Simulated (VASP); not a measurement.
Set up this calculation in VASP 6.6.1, as the native input.

| Property | Result |
| --- | --- |
| Task | single point |
| Functional | PBEsol |
| Potentials or basis | VASP PAW PBE potentials, release 64 (Al, N) |
| Cutoff | 520 eV |
| k mesh | 10 × 10 × 10 |
| Occupations | gaussian, width 0.05 eV |
| Spin | no spin polarisation |
| Dipole correction | no |
| Further INCAR settings | ALGO = Normal; EDIFF = 1e-07; NBANDS = 11 |

The structure of AlN lies in POSCAR:

```
AlN
1.0
    0.0535522578      2.0127812008      2.0127812008
    2.0127812008      0.0535522578      2.0127812008
    2.0127812008      2.0127812008      0.0535522578
Al N
1 1
Direct
    0.5000000000      0.5000000000      0.5000000000
    0.0000000000      0.0000000000      0.0000000000
```

The input as run:

INCAR

```
PREC = Accurate
ENCUT = 520
EDIFF = 1E-7
ISMEAR = 0
SIGMA = 0.05
LREAL = False
LASPH = True
NELM = 80
ALGO = Normal
ISIF = 2
LWAVE = False
LCHARG = False
GGA = PS
NBANDS = 11
```

KPOINTS

```
Automatic mesh
0
Gamma
  10 10 10
```

Potentials or basis: VASP PAW PBE potentials, release 64 (Al, N).

Launch:

```sh
$ cat potpaw_PBE.64/Al/POTCAR potpaw_PBE.64/N/POTCAR > POTCAR
$ mpirun -np 1 vasp_std > vasp.out
```

Results of the run:

```json
{
  "Pressure": "16.3 GPa",
  "Band gap on the k mesh": "4.40 eV, indirect (least direct gap 6.14 eV)"
}
```

Caveat: the PAW data sets were made with another functional, which shifts forces and pressure a little.

It took 10 s on 1 thread of Intel(R) Xeon(R) Platinum 8488C (Sapphire Rapids), with other jobs on the host, peak memory 0.14 GiB.
